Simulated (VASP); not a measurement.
# C (P6_3/mmc) in VASP: further runs, part 2 of 2

VASP 6.6.1. Earlier steps stand in the parts before.

### 4 Single point, LDA

This run uses another cell than the first one, of 5.66 Å³/atom.

INCAR reads:

```
SYSTEM = C
PREC     = Accurate       ! precision mode
ENCUT    = 520            ! plane-wave cutoff, eV
EDIFF    = 1E-6           ! SCF threshold, eV
ISMEAR   = 0              ! smearing method
SIGMA    = 0.01           ! smearing width, eV
LREAL    = .False.        ! projectors in reciprocal space
LASPH    = .True.         ! aspherical terms in the spheres
NELM     = 60             ! most SCF steps
ALGO     = Normal         ! electronic algorithm
ISIF     = 2              ! what is computed and relaxed
LWAVE    = .False.        ! write WAVECAR
LCHARG   = .True.         ! write CHGCAR
GGA      = CA             ! functional
LELF     = .True.         ! ELF
LVHAR    = .True.       
NBANDS   = 16             ! bands
```

KPOINTS reads:

```
Automatic mesh
0
Gamma
  12 12 6
  0 0 0
```

POSCAR reads:

```
C
1.0
    2.5031953710      0.0000000000      0.0000000000
   -1.2515976855      2.1678307819      0.0000000000
    0.0000000000      0.0000000000      4.1688692747
C
4
Direct
    0.3333333333      0.6666666667      0.0002313176
    0.6666666667      0.3333333333      0.5002313176
    0.3333333333      0.6666666667      0.3747686824
    0.6666666667      0.3333333333      0.8747686824
```

Potentials or basis: VASP PAW LDA potentials, release 64 (C).

Launch:

```sh
> cat potpaw_LDA.64/C/POTCAR > POTCAR
> mpirun -np 1 vasp_std > vasp.out
```

OUTCAR:

```text
SYSTEM = C
   PREC = Accurate
   ENCUT = 520
   EDIFF = 1E-6
   ISMEAR = 0
   LREAL = .False.
   LASPH = .True.
   NELM = 60
   ISIF = 2
   GGA = CA

 ion  position               nearest neighbor table
   1  0.333  0.667  0.000-   4 1.54   4 1.54   4 1.54   3 1.56
   2  0.667  0.333  0.500-   3 1.54   3 1.54   3 1.54   4 1.56
   3  0.333  0.667  0.375-   2 1.54   2 1.54   2 1.54   1 1.56
   4  0.667  0.333  0.875-   1 1.54   1 1.54   1 1.54   2 1.56

  LATTYP: Found a hexagonal cell.
 ALAT       =     2.5031953710
 C/A-ratio  =     1.6654190572

  Lattice vectors:

 A1 = (   2.5031953710,   0.0000000000,   0.0000000000)
 A2 = (  -1.2515976855,   2.1678307819,   0.0000000000)
 A3 = (   0.0000000000,   0.0000000000,   4.1688692747)

Analysis of symmetry for initial positions (statically):
=====================================================================
 Subroutine PRICEL returns:
 Original cell was already a primitive cell.

 Routine SETGRP: Setting up the symmetry group for a
 hexagonal supercell.

 Subroutine GETGRP returns: Found 24 space group operations
 (whereof  6 operations were pure point group operations)
 out of a pool of 24 trial point group operations.

The static configuration has the point symmetry C_3v.
 The point group associated with its full space group is D_6h.

Analysis of symmetry for dynamics (positions and initial velocities):
=====================================================================
 Subroutine PRICEL returns:
 Original cell was already a primitive cell.

 Routine SETGRP: Setting up the symmetry group for a
 hexagonal supercell.

 Subroutine GETGRP returns: Found 24 space group operations
 (whereof  6 operations were pure point group operations)
 out of a pool of 24 trial point group operations.

The dynamic configuration has the point symmetry C_3v.
[... 122 lines left out ...]
   IMIX   =      4    mixing-type and parameters
     AMIX     =   0.40;   BMIX     =  1.00
     AMIX_MAG =   1.60;   BMIX_MAG =  1.00
  volume/ion in A,a.u.               =       5.66        38.17
  Fermi-wavevector in a.u.,A,eV,Ry     =   1.458597  2.756349 28.946471  2.127506
  Thomas-Fermi vector in A             =   2.575263
   LORBIT       =      0    0 simple, 1 ext, 2 COOP (PROOUT), +10 PAW based schemes
   GGA     = CA    functional components
   LHFCALC =     F    Hartree Fock is set to
   AEXX    =    0.0000 exact exchange contribution
   IVDW    =     0    specifies the selected vdW correction
   LEPSILON=     F    determine dielectric tensor
   LRPA    =     F    only Hartree local field effects (RPA)
 non-spin polarized calculation
 Gauss-broadening in eV      SIGMA  =   0.01
  energy-cutoff  :      520.00
  volume of cell :       22.62
 maximum number of plane-waves:       622
 NGX is ok and might be reduce to    20
   NGX =  9   NGY =  9   NGZ = 15

 number of electron      15.9999999 magnetization

 Free energy of the ion-electron system (eV)
  ---------------------------------------------------
  ext. energy  EPLUGINS =         0.00000000
  ---------------------------------------------------
  free energy    TOTEN  =       -40.37828023 eV

  energy without entropy =      -40.37828023  energy(sigma->0) =      -40.37828023

 E-fermi :  10.1427     XC(G=0): -13.5078

 val. band max:       10.0525092646   @ k =   0.0000   0.0000   0.0000
 cond. band min:      13.1578612638   @ k =   0.3333   0.3333   0.0000
 fundamental gap:      3.1053519992
 Fermi energy:        10.1427049345

 k-point     1 :       0.0000    0.0000    0.0000
  band No.  band energies     occupation
      1     -11.6125      2.00000
      2      -5.9687      2.00000
      3      -3.6517      2.00000
      4       6.9805      2.00000
      5       6.9805      2.00000
      6       9.5721      2.00000
[... 433 lines left out ...]
      3      -0.9656      2.00000
      4       0.5274      2.00000
      5       2.8631      2.00000
      6       4.3705      2.00000
[... 8 lines left out ...]
     15      24.4251      0.00000
     16      26.9468      0.00000

 [... further k-points ...]

------------------------ aborting loop because EDIFF is reached ----------------------------------------

  FORCE on cell =-STRESS in cart. coord.  units (eV):
  Direction    XX          YY          ZZ          XY          YZ          ZX
  --------------------------------------------------------------------------------------
  -------------------------------------------------------------------------------------
  Total       -1.2939997     -1.2939997     -1.3071501     -0.0000000     -0.0000000     -0.0000000
  in kB      -91.6444865    -91.6444865    -92.5758389     -0.0000000     -0.0000000     -0.0000000
  external PRESSURE =     -91.9549373 kB  Pullay stress =       0.0000000 kB

 VOLUME and BASIS-vectors are now :
 -----------------------------------------------------------------------------
  energy-cutoff  :      520.00
  volume of cell :       22.62
      direct lattice vectors                 reciprocal lattice vectors
     2.503195371  0.000000000  0.000000000     0.399489393  0.230645309  0.000000000
    -1.251597685  2.167830782  0.000000000     0.000000000  0.461290617  0.000000000
     0.000000000  0.000000000  4.168869275     0.000000000  0.000000000  0.239873197

 POSITION                                       TOTAL-FORCE (eV/Angst)
 -----------------------------------------------------------------------------------
     -0.00000      1.44522      0.00096         0.000000      0.000000      0.005458
      1.25160      0.72261      2.08540        -0.000000      0.000000      0.005458
     -0.00000      1.44522      1.56236         0.000000     -0.000000     -0.005458
      1.25160      0.72261      3.64680        -0.000000      0.000000     -0.005458
 -----------------------------------------------------------------------------------
    total drift:                               -0.000000      0.000000      0.000000

  FREE ENERGIE OF THE ION-ELECTRON SYSTEM (eV)
  ---------------------------------------------------
  free  energy   TOTEN  =       -40.3782802288 eV

  energy  without entropy=      -40.3782802288  energy(sigma->0) =      -40.37828023
```

OSZICAR:

```text
N       E                     dE             d eps       ncg     rms          rms(c)
DAV:   1     0.157827179872E+02    0.15783E+02   -0.82970E+03  2432   0.972E+02
DAV:   2    -0.401914527122E+02   -0.55974E+02   -0.51578E+02  3480   0.185E+02
DAV:   3    -0.419972610715E+02   -0.18058E+01   -0.17997E+01  3008   0.282E+01
DAV:   4    -0.420047666759E+02   -0.75056E-02   -0.75046E-02  3048   0.229E+00
DAV:   5    -0.420048051635E+02   -0.38488E-04   -0.38487E-04  2968   0.147E-01    0.807E+00
DAV:   6    -0.408003106501E+02    0.12045E+01   -0.76980E-01  2784   0.539E+00    0.469E+00
DAV:   7    -0.403792698394E+02    0.42104E+00   -0.86986E-01  3120   0.588E+00    0.101E+00
DAV:   8    -0.403783083982E+02    0.96144E-03   -0.17265E-02  2576   0.894E-01    0.473E-02
DAV:   9    -0.403782765058E+02    0.31892E-04   -0.97059E-05  3064   0.780E-02    0.282E-02
DAV:  10    -0.403782804211E+02   -0.39153E-05   -0.61962E-06  3064   0.184E-02    0.685E-03
DAV:  11    -0.403782802288E+02    0.19223E-06   -0.56785E-07  2024   0.494E-03
   1 F= -.40378280E+02 E0= -.40378280E+02  d E =-.609152E-40
```

stdout:

```text
POSCAR found type information on POSCAR C
 POSCAR found :  1 types and       4 ions
 scaLAPACK will be used
 LDA part: xc-table for (Slater(with rela. corr.)+CA(PZ))
 , standard interpolation
 POSCAR, INCAR and KPOINTS ok, starting setup
 FFT: planning ... GRIDC
 FFT: planning ... GRID_SOFT
 FFT: planning ... GRID
 WAVECAR not read
 entering main loop
```

It took 27 s on 1 thread of Intel Xeon 8259CL, shared host; peak memory 0.13 GiB.

Results:

```
Free energy            : -40.3783 eV
Pressure               : -9.2 GPa
Largest force          : 0.005 eV/Å
Band gap on the k mesh : 3.11 eV (least direct gap 4.94 eV)
```

Forces in eV/Å, atoms in the order of the input:
```
C    0.000  0.000  0.005
C    0.000  0.000  0.005
C    0.000  0.000 -0.005
C    0.000  0.000 -0.005
```

Caveat: the cell stands under tension.

### 5 Summary

```csv
level,potentials or basis,cell,smearing,gap on the mesh (eV),pressure (GPa),largest force (eV/Å)
LDA,"VASP PAW LDA potentials, release 64 (C)","a = 2.483, b = 2.483, c = 4.136 Å, angles 90.0, 90.0, 120.0°, 4 atoms, atomic positions A",fermi-dirac 0.02 eV,3.01,1.6,-
PBE,"VASP PAW PBE potentials, release 64 (C)","a = 2.503, b = 2.503, c = 4.169 Å, angles 90.0, 90.0, 120.0°, 4 atoms, atomic positions B",fermi-dirac 0.02 eV,3.31,4.8,0.02
LDA,"VASP PAW LDA potentials, release 64 (C)","a = 2.503, b = 2.503, c = 4.169 Å, angles 90.0, 90.0, 120.0°, 4 atoms, atomic positions B",gaussian 0.01 eV,3.11,-9.2,0.01
```

Alike in all rows: task single point; no spin polarisation; k mesh 12 × 12 × 6; cutoff (eV) 520.

Caveats: the cell stands under pressure (at least some runs); the cell stands under tension (at least some runs).

Absolute energies hang on the potentials; compare differences alone.
